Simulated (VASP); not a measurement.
# Ir (P6/mmm) in VASP: a series of runs

Runs on Ir. Level: PBE. Tasks: single point, relaxation of shape and atoms at fixed volume.

Program: VASP 6.6.1. These are calculated values, not measurements. Logs are shortened: lines on timing, memory, paths and dates and some standing lists are left out, and cuts for length are marked.

## (1) The cell of the first run

Symmetry: P6/mmm, No. 191, hexagonal system. Conventional cell: a = 4.001 Å, b = 4.001 Å, c = 2.430 Å, α = 90.00°, β = 90.00°, γ = 120.00°. Ir (site symmetry 6/mmm) has 14 Ir at 2.43 to 2.61 Å within 3.2 Å. Within 3.1 Å of Ir (site symmetry -6m2) lie 11 Ir at 2.31 to 2.61 Å.

## (2) Single point, PBE (volume scaled by 0.75)

The input, INCAR:

```
ALGO = Normal
EDIFF = 1E-6
ENCUT = 500
GGA = PE
GGA_COMPAT = False
ISIF = 2
ISMEAR = -1
LASPH = True
LCHARG = False
LREAL = False
LWAVE = False
NBANDS = 20
NELM = 120
PREC = Accurate
SIGMA = 0.08
```

The input, KPOINTS:

```
k-points
0
Gamma
  8 8 11
```

The input, POSCAR:

```
Ir
1.0
    4.0006431769      0.0000000000      0.0000000000
   -2.0003215885      3.4646586227      0.0000000000
    0.0000000000      0.0000000000      2.4297563453
Ir
3
Direct
    0.0000000000      0.0000000000      0.0000000000
    0.3333333333      0.6666666667      0.5000000000
    0.6666666667      0.3333333333      0.5000000000
```

Potentials or basis: VASP PAW PBE potentials, release 64 (Ir).

Launch:

```console
> cat potpaw_PBE.64/Ir/POTCAR > POTCAR
> mpirun -np 1 vasp_std > vasp.out
```

OUTCAR:

```text
EDIFF = 1E-6
   ENCUT = 500
   GGA = PE
   ISIF = 2
   ISMEAR = -1
   LASPH = True
   LREAL = False
   NELM = 120
   PREC = Accurate

 ion  position               nearest neighbor table
   1  0.000  0.000  0.000-   2 2.61   3 2.61   2 2.61   3 2.61   3 2.61   3 2.61   2 2.61   2 2.61
                             3 2.61   3 2.61   2 2.61   2 2.61
   2  0.333  0.667  0.500-   3 2.31   3 2.31   3 2.31   1 2.61   1 2.61   1 2.61   1 2.61   1 2.61
                             1 2.61   3 3.35   3 3.35   3 3.35   3 3.35   3 3.35   3 3.35
   3  0.667  0.333  0.500-   2 2.31   2 2.31   2 2.31   1 2.61   1 2.61   1 2.61   1 2.61   1 2.61
                             1 2.61   2 3.35   2 3.35   2 3.35   2 3.35   2 3.35   2 3.35

  LATTYP: Found a hexagonal cell.
 ALAT       =     4.0006431769
 C/A-ratio  =     0.6073414293

  Lattice vectors:

 A1 = (   4.0006431769,   0.0000000000,   0.0000000000)
 A2 = (  -2.0003215885,   3.4646586227,   0.0000000000)
 A3 = (   0.0000000000,   0.0000000000,   2.4297563453)

Analysis of symmetry for initial positions (statically):
=====================================================================
 Subroutine PRICEL returns:
 Original cell was already a primitive cell.

 Routine SETGRP: Setting up the symmetry group for a
 hexagonal supercell.

 Subroutine GETGRP returns: Found 24 space group operations
 (whereof 24 operations were pure point group operations)
 out of a pool of 24 trial point group operations.

The static configuration has the point symmetry D_6h.

Analysis of symmetry for dynamics (positions and initial velocities):
=====================================================================
 Subroutine PRICEL returns:
 Original cell was already a primitive cell.

 Routine SETGRP: Setting up the symmetry group for a
 hexagonal supercell.

 Subroutine GETGRP returns: Found 24 space group operations
 (whereof 24 operations were pure point group operations)
 out of a pool of 24 trial point group operations.

The dynamic configuration has the point symmetry D_6h.

 Subroutine INISYM returns: Found 24 space group operations
 (whereof 24 operations are pure point group operations),
 and found     1 'primitive' translations

----------------------------------------------------------------------------------------

                                     Primitive cell

  volume of cell :      33.6785

  direct lattice vectors                    reciprocal lattice vectors
     4.000643177  0.000000000  0.000000000     0.249959808  0.144314362  0.000000000
    -2.000321588  3.464658623  0.000000000     0.000000000  0.288628725  0.000000000
     0.000000000  0.000000000  2.429756345     0.000000000  0.000000000  0.411563901

  length of vectors
     4.000643177  4.000643177  2.429756345     0.288628725  0.288628725  0.411563901

  position of ions in fractional coordinates (direct lattice)
     0.000000000  0.000000000  0.000000000
     0.333333333  0.666666667  0.500000000
     0.666666667  0.333333333  0.500000000

  ion indices of the primitive-cell ions
   primitive index   ion index
                 1           1
                 2           2
                 3           3

----------------------------------------------------------------------------------------

 KPOINTS: k-points

Automatic generation of k-mesh.
 Grid dimensions read from file:
 generate k-points for:    8    8   11

 Generating k-lattice:

  Cartesian coordinates                     Fractional coordinates (reciprocal lattice)
     0.031244976  0.018039295  0.000000000     0.125000000  0.000000000  0.000000000
     0.000000000  0.036078591  0.000000000     0.000000000  0.125000000  0.000000000
     0.000000000  0.000000000  0.037414900     0.000000000  0.000000000  0.090909091

  Length of vectors
     0.036078591  0.036078591  0.037414900

  Shift w.r.t. Gamma in fractional coordinates (k-lattice)
     0.000000000  0.000000000  0.000000000

 Subroutine IBZKPT returns following result:
 ===========================================

 Found     60 irreducible k-points:

 Following reciprocal coordinates:
            Coordinates               Weight
  0.000000  0.000000  0.000000      1.000000
  0.125000  0.000000  0.000000      6.000000
  0.250000  0.000000  0.000000      6.000000
  0.375000  0.000000  0.000000      6.000000
  0.500000  0.000000  0.000000      3.000000
  0.125000  0.125000  0.000000      6.000000
[... 16 lines left out ...]
  0.250000  0.000000  0.181818     12.000000
  0.375000  0.000000  0.181818     12.000000
 [... further k-points ...]
   k-points           NKPTS =     60   k-points in BZ     NKDIM =     60   number of bands    NBANDS=     20
   number of dos      NEDOS =    301   number of ions     NIONS =      3
   total plane-waves  NPLWV =  16200
   dimension x,y,z NGX =    30 NGY =   30 NGZ =   18
   dimension x,y,z NGXF=    60 NGYF=   60 NGZF=   36
   ions per type =               3
   NGX,Y,Z   is equivalent  to a cutoff of  12.47, 12.47, 12.32 a.u.
   NGXF,Y,Z  is equivalent  to a cutoff of  24.93, 24.93, 24.63 a.u.
 SYSTEM =  unknown system
   PREC   = accura    normal or accurate (medium, high low for compatibility)
   ISTART =      0    job   : 0-new  1-cont  2-samecut
   ICHARG =      2    charge: 1-file 2-atom 10-const
   ISPIN  =      1    spin polarized calculation?
   LNONCOLLINEAR =      F non collinear calculations
   LSORBIT =      F    spin-orbit coupling
   LASPH  =      T    aspherical Exc in radial PAW
   ENCUT  =  500.0 eV  36.75 Ry    6.06 a.u.   7.29  7.29  4.43*2*pi/ulx,y,z
   NELM   =    120;   NELMIN=  2; NELMDL= -5     # of ELM steps
   EDIFF  = 0.1E-05   stopping-criterion for ELM
   LREAL  =      F    real-space projection
   EDIFFG = 0.1E-04   stopping-criterion for IOM
   NSW    =      0    number of steps for IOM
   IBRION =     -1    ionic relax: 0-MD 1-quasi-New 2-CG
   NFREE  =      0    steps in history (QN), initial steepest desc. (CG)
   ISIF   =      2    stress and relaxation
   ISYM   =      2    0-nonsym 1-usesym 2-fastsym
   POTIM  = 0.5000    time-step for ionic-motion
   TEBEG  =    0.0;   TEEND  =   0.0 temperature during run
   PSTRESS=    0.0 pullay stress
   NELECT =      27.0000    total number of electrons
   NUPDOWN=      -1.0000    fix difference up-down
   EMIN   =  10.00;   EMAX   =-10.00  energy-range for DOS
   EFERMI =   0.00;   METHOD = LEGACY
   ISMEAR =    -1;   SIGMA  =   0.08  broadening in eV -4-tet -1-fermi 0-gaus
   EFERMI_NEDOS =   21; number of points for ismear=-14 and -15
   IALGO  =     38    algorithm
   IMIX   =      4    mixing-type and parameters
     AMIX     =   0.40;   BMIX     =  1.00
     AMIX_MAG =   1.60;   BMIX_MAG =  1.00
  volume/ion in A,a.u.               =      11.23        75.76
  Fermi-wavevector in a.u.,A,eV,Ry     =   1.520822  2.873937 31.468914  2.312900
  Thomas-Fermi vector in A             =   2.629621
   LORBIT       =      0    0 simple, 1 ext, 2 COOP (PROOUT), +10 PAW based schemes
   GGA     = PE    functional components
   LHFCALC =     F    Hartree Fock is set to
   AEXX    =    0.0000 exact exchange contribution
   IVDW    =     0    specifies the selected vdW correction
   LEPSILON=     F    determine dielectric tensor
   LRPA    =     F    only Hartree local field effects (RPA)
 non-spin polarized calculation
  energy-cutoff  :      500.00
  volume of cell :       33.68
 maximum number of plane-waves:       903
 NGX is ok and might be reduce to    30
   NGX = 15   NGY = 15   NGZ =  9

 number of electron      27.0000004 magnetization

 Free energy of the ion-electron system (eV)
  ---------------------------------------------------
  ext. energy  EPLUGINS =         0.00000000
  ---------------------------------------------------
  free energy    TOTEN  =       -20.52732630 eV

  energy without entropy =      -20.46069425  energy(sigma->0) =      -20.49401028

 E-fermi :  14.9429     XC(G=0): -15.3763

 val. band max:       14.9360295083   @ k =   0.3750   0.1250   0.1818
 cond. band min:      14.9533143099   @ k =   0.2500   0.2500   0.3636
 fundamental gap:      0.0172848015
 Fermi energy:        14.9428647049

 k-point     1 :       0.0000    0.0000    0.0000
  band No.  band energies     occupation
      1       1.1608      2.00000
      2       4.5241      2.00000
      3       7.8399      2.00000
      4       8.4606      2.00000
      5       8.4606      2.00000
      6       8.5418      2.00000
[... 12 lines left out ...]
     19      25.4923      0.00000
     20      25.4923      0.00000

 k-point     2 :       0.1250    0.0000    0.0000
  band No.  band energies     occupation
      1       1.4805      2.00000
      2       4.6396      2.00000
      3       6.9406      2.00000
      4       7.6366      2.00000
      5       7.6654      2.00000
      6       8.7039      2.00000
[... 12 lines left out ...]
     19      23.7264      0.00000
     20      24.7273      0.00000

 k-point     3 :       0.2500    0.0000    0.0000
  band No.  band energies     occupation
      1       2.3643      2.00000
      2       4.7906      2.00000
      3       5.7510      2.00000
      4       6.9964      2.00000
      5       7.2086      2.00000
      6       8.4225      2.00000
[... 12 lines left out ...]
     19      24.4644      0.00000
     20      26.2327      0.00000

 k-point     4 :       0.3750    0.0000    0.0000
  band No.  band energies     occupation
      1       3.5433      2.00000
      2       4.2868      2.00000
      3       5.6435      2.00000
      4       6.5399      2.00000
      5       7.0817      2.00000
      6       7.8402      2.00000
[... 12 lines left out ...]
     19      25.2385      0.00000
     20      28.5506      0.00000

 k-point     5 :       0.5000    0.0000    0.0000
  band No.  band energies     occupation
      1       3.8122      2.00000
      2       4.7950      2.00000
      3       5.0499      2.00000
      4       6.8944      2.00000
      5       7.1021      2.00000
      6       7.2144      2.00000
[... 12 lines left out ...]
     19      25.6221      0.00000
     20      28.7543      0.00000
[... 353 lines left out ...]
      6       7.4536      2.00000
[... 12 lines left out ...]
     19      26.1678      0.00000
     20      26.1678      0.00000

 k-point    22 :       0.1250    0.0000    0.1818
  band No.  band energies     occupation
      1       2.6686      2.00000
      2       6.2111      2.00000
      3       6.5546      2.00000
      4       6.8272      2.00000
      5       7.5127      2.00000
      6       7.8605      2.00000
[... 12 lines left out ...]
     19      24.2748      0.00000
     20      25.4320      0.00000

 k-point    23 :       0.2500    0.0000    0.1818
  band No.  band energies     occupation
      1       3.4415      2.00000
      2       5.7106      2.00000
      3       6.5624      2.00000
      4       6.6845      2.00000
      5       7.3090      2.00000
      6       8.2790      2.00000
[... 12 lines left out ...]
     19      24.0989      0.00000
     20      26.8306      0.00000

 k-point    24 :       0.3750    0.0000    0.1818
  band No.  band energies     occupation
      1       4.5352      2.00000
      2       5.0408      2.00000
      3       6.6550      2.00000
      4       6.7418      2.00000
      5       7.2342      2.00000
      6       8.4507      2.00000
[... 12 lines left out ...]
     19      24.8345      0.00000
     20      29.4822      0.00000

 [... further k-points ...]
[... 5 lines left out ...]
  --------------------------------------------------------------------------------------
  -------------------------------------------------------------------------------------
  Total       40.1046257     40.1046257     40.2070996     -0.0000000      0.0000000     -0.0000000
  in kB     1907.8844014   1907.8844014   1912.7593605     -0.0000000      0.0000000     -0.0000000
  external PRESSURE =    1909.5093878 kB  Pullay stress =       0.0000000 kB

 VOLUME and BASIS-vectors are now :
 -----------------------------------------------------------------------------
  energy-cutoff  :      500.00
  volume of cell :       33.68
      direct lattice vectors                 reciprocal lattice vectors
     4.000643177  0.000000000  0.000000000     0.249959808  0.144314362  0.000000000
    -2.000321588  3.464658623  0.000000000     0.000000000  0.288628725  0.000000000
     0.000000000  0.000000000  2.429756345     0.000000000  0.000000000  0.411563901

 POSITION                                       TOTAL-FORCE (eV/Angst)
 -----------------------------------------------------------------------------------
      0.00000      0.00000      0.00000        -0.000000     -0.000000     -0.000000
     -0.00000      2.30977      1.21488         0.000000     -0.000000     -0.000000
      2.00032      1.15489      1.21488        -0.000000      0.000000      0.000000
 -----------------------------------------------------------------------------------
    total drift:                               -0.000000      0.000000      0.000000

  FREE ENERGIE OF THE ION-ELECTRON SYSTEM (eV)
  ---------------------------------------------------
  free  energy   TOTEN  =       -20.5273263028 eV

  energy  without entropy=      -20.4606942509  energy(sigma->0) =      -20.49401028
```

Wall time 23 s (1 thread of Intel Xeon 6975P-C (Granite Rapids), shared host); peak memory 0.16 GiB.

Results:

| Property | Result |
| --- | --- |
| Free energy | -20.5273 eV |
| Pressure | 191.0 GPa |

Caveat: spin-orbit coupling is left out, which moves the levels of the heavy elements.

(Continued in part 2 of 2.)
